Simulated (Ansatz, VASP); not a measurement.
Two plane-wave programs on KMgF3

Contents of INCAR:

```
SYSTEM = KMgF3
ALGO     = Normal         ! electronic algorithm
EDIFF    = 1E-6           ! SCF threshold, eV
EDIFFG   = -0.02          ! ionic threshold
ENCUT    = 600            ! plane-wave cutoff, eV
IBRION   = 2              ! ionic algorithm
ISIF     = 3              ! what is computed and relaxed
ISMEAR   = 0              ! smearing method
LASPH    = .True.         ! aspherical terms in the spheres
LCHARG   = .False.        ! write CHGCAR
LREAL    = .False.        ! projectors in reciprocal space
LWAVE    = .False.        ! write WAVECAR
NELM     = 80             ! most SCF steps
NSW      = 100            ! ionic steps
PREC     = Accurate       ! precision mode
SIGMA    = 0.01           ! smearing width, eV
```

File KPOINTS:

```
k-points
0
Gamma
  6 6 6
  0 0 0
```

Contents of POSCAR:

```
KMgF3
1.0
    3.9859000000      0.0000000000      0.0000000000
    0.0000000000      3.9859000000      0.0000000000
    0.0000000000      0.0000000000      3.9859000000
K Mg F
1 1 3
Direct
    0.5000000000      0.5000000000      0.5000000000
    0.0000000000      0.0000000000      0.0000000000
    0.5000000000      0.0000000000      0.0000000000
    0.0000000000      0.5000000000      0.0000000000
    0.0000000000      0.0000000000      0.5000000000
```

Input for Ansatz:

```yaml
crystal:
  lattice:
    - [3.9859, 0.0, 0.0]
    - [0.0, 3.9859, 0.0]
    - [0.0, 0.0, 3.9859]
  atoms:
    - { symbol: K, position: [0.5, 0.5, 0.5] }
    - { symbol: Mg, position: [0.0, 0.0, 0.0] }
    - { symbol: F, position: [0.5, 0.0, 0.0] }
    - { symbol: F, position: [0.0, 0.5, 0.0] }
    - { symbol: F, position: [0.0, 0.0, 0.5] }
kpoints:
  mp_grid:
    grid: [6, 6, 6]
hamiltonian:
  xc: lda
  dispersion: none
scf:
  occupations:
    method: fixed
relax:
  f_tol: 0.02
  max_steps: 100
  cell: {}
```

Alike in both runs: task relaxation of cell and atoms; functional LDA; k mesh 6 × 6 × 6; no spin polarisation.

|  | VASP | Ansatz |
| --- | --- | --- |
| version | VASP 6.6.1 | Ansatz 0.2.0 |
| potentials or method | VASP PAW LDA potentials, release 64 (K_sv, Mg, F) | plane waves, PAW |
| plane-wave cutoff (eV) | 600 | 420 |
| occupations | gaussian, width 0.01 eV | fixed |
| valence electrons in the cell | 32 | 40 |

|  | VASP | Ansatz | Ansatz less VASP |
| --- | --- | --- | --- |
| relaxed volume (Å³/atom) | 11.80 | 11.94 | +0.142 |
| relaxed cell length with the largest relative difference (Å) | 3.893 | 3.908 | +0.0156 |

LDA's correlation is that of Perdew and Zunger in VASP and of Perdew and Wang (1992) in Ansatz. VASP's potentials hold 32 valence electrons a cell and Ansatz's 40, so a difference there can come from the potentials and not from the codes.
